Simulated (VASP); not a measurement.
# ZnS (NiAs type) (P6_3/mmc) in VASP: relaxation of cell and atoms with PBE

Aim: the relaxation of cell and atoms of ZnS (NiAs type) with PBE.

Everything below comes from runs of VASP 6.6.1. Logs are shortened: lines on timing, memory, paths and dates and some standing lists are left out, and cuts for length are marked.

### 1 The cell of the first run

It takes space group P6_3/mmc (No. 194, hexagonal). Conventional cell: a = 3.131 Å, b = 3.131 Å, c = 4.853 Å, α = 90.00°, β = 90.00°, γ = 120.00°. Within 2.9 Å of Zn (site symmetry -3m) lie 6 S at 2.18 Å and 2 Zn at 2.43 Å. Within 2.9 Å of S (site symmetry -6m2) lie 6 Zn at 2.18 Å.

### 2 Relaxation of cell and atoms, PBE, target pressure 120 GPa, at which the enthalpy is minimised

INCAR reads:

```
  PREC = Accurate
  ENCUT = 600
  EDIFF = 1E-6
  ISMEAR = -1
  SIGMA = 0.08
  LREAL = F
  LASPH = T
  NELM = 100
  ALGO = Normal
  ISIF = 3
  LWAVE = F
  LCHARG = F
  GGA = PE
  IBRION = 2
  NSW = 60
  EDIFFG = -0.005
  PSTRESS = 1200.0
```

KPOINTS reads:

```
Automatic mesh
0
Gamma
  12 12 7
```

POSCAR reads:

```
ZnS
1.0
    3.1311576467      0.0000000000      0.0000000000
   -1.5655788234      2.7116620653      0.0000000000
    0.0000000000      0.0000000000      4.8532943524
Zn S
2 2
Direct
    0.0000000000      0.0000000000      0.0000000000
    0.0000000000      0.0000000000      0.5000000000
    0.3333333333      0.6666666667      0.2500000000
    0.6666666667      0.3333333333      0.7500000000
```

Potentials or basis: VASP PAW PBE potentials, release 64 (Zn, S).

Run with:

```bash
$ cat potpaw_PBE.64/Zn/POTCAR potpaw_PBE.64/S/POTCAR > POTCAR
$ mpirun -np 1 vasp_std > vasp.out
```

OUTCAR:

```text
PREC = Accurate
   ENCUT = 600
   EDIFF = 1E-6
   ISMEAR = -1
   LREAL = F
   LASPH = T
   NELM = 100
   ISIF = 3
   GGA = PE
   IBRION = 2
   NSW = 60
   EDIFFG = -0.005
   PSTRESS = 1200.0

 ion  position               nearest neighbor table
   1  0.000  0.000  0.000-   3 2.18   4 2.18   4 2.18   3 2.18   4 2.18   3 2.18   2 2.43   2 2.43

   2  0.000  0.000  0.500-   3 2.18   4 2.18   4 2.18   3 2.18   4 2.18   3 2.18   1 2.43   1 2.43

   3  0.333  0.667  0.250-   1 2.18   2 2.18   1 2.18   2 2.18   1 2.18   2 2.18
   4  0.667  0.333  0.750-   1 2.18   2 2.18   1 2.18   2 2.18   1 2.18   2 2.18

  LATTYP: Found a hexagonal cell.
 ALAT       =     3.1311576467
 C/A-ratio  =     1.5500000000

  Lattice vectors:

 A1 = (   3.1311576467,   0.0000000000,   0.0000000000)
 A2 = (  -1.5655788234,   2.7116620653,   0.0000000000)
 A3 = (   0.0000000000,   0.0000000000,   4.8532943524)

Analysis of symmetry for initial positions (statically):
=====================================================================
 Subroutine PRICEL returns:
 Original cell was already a primitive cell.

 Routine SETGRP: Setting up the symmetry group for a
 hexagonal supercell.

 Subroutine GETGRP returns: Found 24 space group operations
 (whereof 12 operations were pure point group operations)
 out of a pool of 24 trial point group operations.

The static configuration has the point symmetry D_3d.
 The point group associated with its full space group is D_6h.

Analysis of symmetry for dynamics (positions and initial velocities):
=====================================================================
 Subroutine PRICEL returns:
 Original cell was already a primitive cell.

 Routine SETGRP: Setting up the symmetry group for a
 hexagonal supercell.

 Subroutine GETGRP returns: Found 24 space group operations
 (whereof 12 operations were pure point group operations)
 out of a pool of 24 trial point group operations.

The dynamic configuration has the point symmetry D_3d.
 The point group associated with its full space group is D_6h.

 Subroutine INISYM returns: Found 24 space group operations
 (whereof 12 operations are pure point group operations),
 and found     1 'primitive' translations

----------------------------------------------------------------------------------------

                                     Primitive cell

  volume of cell :      41.2076

  direct lattice vectors                    reciprocal lattice vectors
     3.131157647  0.000000000  0.000000000     0.319370697  0.184388758  0.000000000
    -1.565578823  2.711662065  0.000000000     0.000000000  0.368777516  0.000000000
     0.000000000  0.000000000  4.853294352     0.000000000  0.000000000  0.206045611

  length of vectors
     3.131157647  3.131157647  4.853294352     0.368777516  0.368777516  0.206045611

  position of ions in fractional coordinates (direct lattice)
     0.000000000  0.000000000  0.000000000
     0.000000000  0.000000000  0.500000000
     0.333333333  0.666666667  0.250000000
     0.666666667  0.333333333  0.750000000

  ion indices of the primitive-cell ions
   primitive index   ion index
                 1           1
                 2           2
                 3           3
                 4           4

----------------------------------------------------------------------------------------

 KPOINTS: Automatic mesh

Automatic generation of k-mesh.
 Grid dimensions read from file:
 generate k-points for:   12   12    7

 Generating k-lattice:

  Cartesian coordinates                     Fractional coordinates (reciprocal lattice)
     0.026614225  0.015365730  0.000000000     0.083333333  0.000000000  0.000000000
     0.000000000  0.030731460  0.000000000     0.000000000  0.083333333  0.000000000
     0.000000000  0.000000000  0.029435087     0.000000000  0.000000000  0.142857143

  Length of vectors
     0.030731460  0.030731460  0.029435087

  Shift w.r.t. Gamma in fractional coordinates (k-lattice)
     0.000000000  0.000000000  0.000000000

 Subroutine IBZKPT returns following result:
 ===========================================

 Found     76 irreducible k-points:

 Following reciprocal coordinates:
            Coordinates               Weight
  0.000000  0.000000  0.000000      1.000000
  0.083333 -0.000000  0.000000      6.000000
  0.166667  0.000000  0.000000      6.000000
  0.250000  0.000000  0.000000      6.000000
  0.333333  0.000000  0.000000      6.000000
  0.416667  0.000000  0.000000      6.000000
[... 16 lines left out ...]
  0.250000  0.000000  0.142857     12.000000
  0.333333  0.000000  0.142857     12.000000
 [... further k-points ...]
   k-points           NKPTS =     76   k-points in BZ     NKDIM =     76   number of bands    NBANDS=     22
   number of dos      NEDOS =    301   number of ions     NIONS =      4
   total plane-waves  NPLWV =  31360
   dimension x,y,z NGX =    28 NGY =   28 NGZ =   40
   dimension x,y,z NGXF=    56 NGYF=   56 NGZF=   80
   ions per type =               2   2
   NGX,Y,Z   is equivalent  to a cutoff of  14.87, 14.87, 13.70 a.u.
   NGXF,Y,Z  is equivalent  to a cutoff of  29.73, 29.73, 27.40 a.u.
 SYSTEM =  unknown system
   PREC   = accura    normal or accurate (medium, high low for compatibility)
   ISTART =      0    job   : 0-new  1-cont  2-samecut
   ICHARG =      2    charge: 1-file 2-atom 10-const
   ISPIN  =      1    spin polarized calculation?
   LNONCOLLINEAR =      F non collinear calculations
   LSORBIT =      F    spin-orbit coupling
   LASPH  =      T    aspherical Exc in radial PAW
   ENCUT  =  600.0 eV  44.10 Ry    6.64 a.u.   6.25  6.25  9.69*2*pi/ulx,y,z
   NELM   =    100;   NELMIN=  2; NELMDL= -5     # of ELM steps
   EDIFF  = 0.1E-05   stopping-criterion for ELM
   LREAL  =      F    real-space projection
   EDIFFG = -.5E-02   stopping-criterion for IOM
   NSW    =     60    number of steps for IOM
   IBRION =      2    ionic relax: 0-MD 1-quasi-New 2-CG
   NFREE  =      1    steps in history (QN), initial steepest desc. (CG)
   ISIF   =      3    stress and relaxation
   ISYM   =      2    0-nonsym 1-usesym 2-fastsym
   POTIM  = 0.5000    time-step for ionic-motion
   TEBEG  =    0.0;   TEEND  =   0.0 temperature during run
   PSTRESS= 1200.0 pullay stress
   NELECT =      36.0000    total number of electrons
   NUPDOWN=      -1.0000    fix difference up-down
   EMIN   =  10.00;   EMAX   =-10.00  energy-range for DOS
   EFERMI =   0.00;   METHOD = LEGACY
   ISMEAR =    -1;   SIGMA  =   0.08  broadening in eV -4-tet -1-fermi 0-gaus
   EFERMI_NEDOS =   21; number of points for ismear=-14 and -15
   IALGO  =     38    algorithm
   IMIX   =      4    mixing-type and parameters
     AMIX     =   0.40;   BMIX     =  1.00
     AMIX_MAG =   1.60;   BMIX_MAG =  1.00
  volume/ion in A,a.u.               =      10.30        69.52
  Fermi-wavevector in a.u.,A,eV,Ry     =   1.565008  2.957437 33.324079  2.449251
  Thomas-Fermi vector in A             =   2.667548
   LORBIT       =      0    0 simple, 1 ext, 2 COOP (PROOUT), +10 PAW based schemes
   GGA     = PE    functional components
   LHFCALC =     F    Hartree Fock is set to
   AEXX    =    0.0000 exact exchange contribution
   IVDW    =     0    specifies the selected vdW correction
   LEPSILON=     F    determine dielectric tensor
   LRPA    =     F    only Hartree local field effects (RPA)
 conjugate gradient relaxation of ions
 non-spin polarized calculation
  energy-cutoff  :      600.00
  volume of cell :       41.21
 maximum number of plane-waves:      1411
 NGX is ok and might be reduce to    28
   NGX = 13   NGY = 13   NGZ = 19

--------------------------------------- Ionic step        1  -------------------------------------------

 number of electron      35.9999986 magnetization

 Free energy of the ion-electron system (eV)
  ---------------------------------------------------
  ext. energy  EPLUGINS =         0.00000000
  ---------------------------------------------------
  free energy    TOTEN  =        -5.54408232 eV

  energy without entropy =       -5.54102814  energy(sigma->0) =       -5.54255523

------------------------ aborting loop because EDIFF is reached ----------------------------------------

  FORCE on cell =-STRESS in cart. coord.  units (eV):
  Direction    XX          YY          ZZ          XY          YZ          ZX
  --------------------------------------------------------------------------------------
  -------------------------------------------------------------------------------------
  Total       31.4479081     31.4479081     36.4676074     -0.0000000      0.0000000      0.0000000
  in kB     1222.7149239   1222.7149239   1417.8840642     -0.0000000      0.0000000      0.0000000
  external PRESSURE =      87.7713040 kB  Pullay stress =    1200.0000000 kB
[... 65 lines left out ...]
  enthalpy is  TOTEN    =        25.4429239219 eV   P V=       33.4156399000

--------------------------------------- Ionic step        3  -------------------------------------------

 number of electron      36.0000004 magnetization

 E-fermi :   9.9911     XC(G=0): -13.1217

 val. band max:        9.8607437470   @ k =   0.2500   0.0000   0.0000
 cond. band min:      10.0919558934   @ k =   0.3333   0.2500   0.0000
 fundamental gap:      0.2312121464
 Fermi energy:         9.9910926106

 k-point     1 :       0.0000    0.0000    0.0000
  band No.  band energies     occupation
      1      -8.7598      2.00000
      2      -5.1237      2.00000
      3      -1.3652      2.00000
      4       0.4506      2.00000
      5       0.4506      2.00000
      6       0.7097      2.00000
[... 574 lines left out ...]
      6       0.8146      2.00000
[... 14 lines left out ...]
     21      14.9940      0.00000
     22      15.5803      0.00000

 [... further k-points ...]
[... 5 lines left out ...]
  --------------------------------------------------------------------------------------
  -------------------------------------------------------------------------------------
  Total       28.5612577     28.5612577     32.3298653     -0.0000000     -0.0000000      0.0000000
  in kB     1077.2545487   1077.2545487   1219.3963886     -0.0000000     -0.0000000      0.0000000
  external PRESSURE =     -75.3648380 kB  Pullay stress =    1200.0000000 kB
[... 19 lines left out ...]
  FREE ENERGIE OF THE ION-ELECTRON SYSTEM (eV)
  ---------------------------------------------------
  free  energy   TOTEN  =        -6.5658166924 eV

  energy  without entropy=       -6.5622073533  energy(sigma->0) =       -6.56401202

  enthalpy is  TOTEN    =        25.2497920075 eV   P V=       31.8156086999

[... ionic steps 4 to 9 ...]

--------------------------------------- Ionic step       10  -------------------------------------------

 number of electron      36.0000011 magnetization

------------------------ aborting loop because EDIFF is reached ----------------------------------------

  FORCE on cell =-STRESS in cart. coord.  units (eV):
  Direction    XX          YY          ZZ          XY          YZ          ZX
  --------------------------------------------------------------------------------------
  -------------------------------------------------------------------------------------
  Total       31.1321704     31.1321704     31.2178111     -0.0000000      0.0000000     -0.0000000
  in kB     1197.7080359   1197.7080359   1201.0027816     -0.0000001      0.0000000     -0.0000000
  external PRESSURE =      -1.1937155 kB  Pullay stress =    1200.0000000 kB
[... 65 lines left out ...]
  enthalpy is  TOTEN    =        25.1111651121 eV   P V=       31.1827031030

--------------------------------------- Ionic step       12  -------------------------------------------

 number of electron      36.0000012 magnetization

 Free energy of the ion-electron system (eV)
  ---------------------------------------------------
  ext. energy  EPLUGINS =         0.00000000
  ---------------------------------------------------
  free energy    TOTEN  =        -6.06902090 eV

  energy without entropy =       -6.06108927  energy(sigma->0) =       -6.06505508

 E-fermi :  10.4257     XC(G=0): -13.2534

 val. band max:       10.4120944051   @ k =   0.0000   0.0000   0.1429
 cond. band min:      10.4312006544   @ k =   0.1667   0.0000   0.0000
 fundamental gap:      0.0191062493
 Fermi energy:        10.4257074226

 k-point     1 :       0.0000    0.0000    0.0000
  band No.  band energies     occupation
      1      -8.7000      2.00000
      2      -5.5259      2.00000
      3      -1.5620      2.00000
      4       0.9017      2.00000
      5       0.9017      2.00000
      6       1.0831      2.00000
[... 574 lines left out ...]
      6       1.0522      2.00000
[... 14 lines left out ...]
     21      15.1458      0.00000
     22      16.1862      0.00000

 [... further k-points ...]
[... 5 lines left out ...]
  --------------------------------------------------------------------------------------
  -------------------------------------------------------------------------------------
  Total       31.1661148     31.1661148     31.1937816     -0.0000000     -0.0000000      0.0000000
  in kB     1199.4587249   1199.4587250   1200.5235071     -0.0000001     -0.0000000      0.0000000
  external PRESSURE =      -0.1863477 kB  Pullay stress =    1200.0000000 kB
[... 19 lines left out ...]
  FREE ENERGIE OF THE ION-ELECTRON SYSTEM (eV)
  ---------------------------------------------------
  free  energy   TOTEN  =        -6.0690208971 eV

  energy  without entropy=       -6.0610892672  energy(sigma->0) =       -6.06505508

  enthalpy is  TOTEN    =        25.1111581449 eV   P V=       31.1801790420

 reached required accuracy - stopping structural energy minimisation
```

It took 4.3 min on 1 thread of Intel Xeon 6975P-C (Granite Rapids), shared host; peak memory 0.23 GiB.

What came out:

| Quantity | Value |
| --- | --- |
| Free energy | -6.0690 eV |
| Relaxed volume | 10.41 Å³/atom |
| Relaxed cell | a = 3.025 Å, b = 3.025 Å, c = 5.253 Å, α = 90.00°, β = 90.00°, γ = 120.00° |
| Space group after relaxing (to 0.1 Å) | P6_3/mmc (No. 194) |
| Energy change on relaxing (the run minimises the enthalpy) | -131.2 meV/atom |
| Ionic steps | 12 |
| Pressure after relaxing | 120.0 GPa |
| Band gap on the k mesh | zero (bands 18 and 19 overlap by 0.86 eV) |

Stress tensor (GPa, compression positive):
```
119.95   0.00   0.00
  0.00 119.95   0.00
  0.00   0.00 120.05
```

The path:
| step | energy change (eV) | largest force (eV/Å) | pressure (GPa) | volume (Å³) |
| --- | --- | --- | --- | --- |
| 1 | 0.0000 | 0.0000 | 128.78 | 41.21 |
| 2 | -2.4286 | 0.0000 | 89.48 | 44.61 |
| 3 | -1.0217 | 0.0000 | 112.46 | 42.48 |
| 4 | -0.7186 | 0.0000 | 117.22 | 41.90 |
| 5 | -0.5541 | 0.0000 | 119.56 | 41.67 |
| 6 | -0.5678 | 0.0000 | 119.21 | 41.69 |
| 7 | -0.3940 | 0.0000 | 122.38 | 41.46 |
| 8 | -0.5330 | 0.0000 | 119.94 | 41.64 |
| 9 | -0.5372 | 0.0000 | 119.83 | 41.65 |
| 10 | -0.5364 | 0.0000 | 119.88 | 41.65 |
| 11 | -0.5275 | 0.0000 | 120.05 | 41.63 |
| 12 | -0.5249 | 0.0000 | 119.98 | 41.63 |

Final structure:
```
CELL_PARAMETERS angstrom
3.02511 0.00000 0.00000
-1.51255 2.61982 0.00000
0.00000 0.00000 5.25287
ATOMIC_POSITIONS crystal
Zn 0.00000 0.00000 0.00000
Zn 0.00000 0.00000 0.50000
S 0.33333 0.66667 0.25000
S 0.66667 0.33333 0.75000
```

Caveat: the cell is relaxed towards a set pressure, so the run minimises the enthalpy, not the energy.
